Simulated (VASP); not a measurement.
A run of VASP 6.6.1 is set up as follows.

INCAR

```
  PREC = Accurate
  ENCUT = 520
  EDIFF = 1E-6
  ISMEAR = -1
  SIGMA = 0.1
  LREAL = False
  LASPH = True
  NELM = 60
  ALGO = Normal
  ISIF = 2
  LWAVE = False
  LCHARG = False
  GGA = PE
  NBANDS = 12
```

KPOINTS

```
Automatic mesh
0
Gamma
  12 12 12
```

POSCAR

```
Ta
1.0
   -1.6622159478      1.6622159478      1.6622159478
    1.6622159478     -1.6622159478      1.6622159478
    1.6622159478      1.6622159478     -1.6622159478
Ta
1
Direct
    0.0000000000      0.0000000000      0.0000000000
```

Potentials or basis: VASP PAW PBE potentials, release 64 (Ta_pv).

Run with:

```bash
$ cat potpaw_PBE.64/Ta_pv/POTCAR > POTCAR
$ mpirun -np 1 vasp_std > vasp.out
```

(1) Estimate the pressure.

## Answers

(1) -0.8 GPa.
